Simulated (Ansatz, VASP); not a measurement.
Sc7As: VASP beside Ansatz

```
Sc As
1.0
     3.45028    0.00000    0.00000
    -1.72514    2.98803    0.00000
     0.00000    0.00000   19.12352
Sc As
7 1
Cartesian
  1.7251 0.9960 12.1702
  0.0000 0.0000 9.5618
  0.0000 1.9920 6.9534
  1.7251 0.9960 17.4184
  0.0000 1.9920 1.7051
  1.7251 0.9960 4.4101
  0.0000 1.9920 14.7135
  0.0000 0.0000 0.0000
```

Alike in both runs: task relaxation of cell and atoms; functional PBE; k mesh 12 × 12 × 2; occupations gaussian, width 0.1 eV; no spin polarisation.

```csv
,VASP,Ansatz
version,VASP 6.6.1,Ansatz 0.2.0
potentials or method,"VASP PAW PBE potentials, release 64 (Sc_sv, As), cutoff 600 eV","scalar-relativistic, plane waves, PAW"
valence electrons in the cell,82,92
```

|  | VASP | Ansatz | Ansatz less VASP |
| --- | --- | --- | --- |
| gap on the k mesh at the Fermi level, each at its own relaxed structure (eV) | none | none | - |
| relaxed volume (Å³/atom) | 24.64 | 24.58 | -0.058 |
| relaxed length of the cell vector where the two differ most in proportion (Å) | 3.456 | 3.453 | -0.0028 |

A gap of «none» marks a metal or a gap that the smearing closes. VASP's potentials hold 82 valence electrons a cell and Ansatz's 92, so a difference there can come from the potentials and not from the codes.
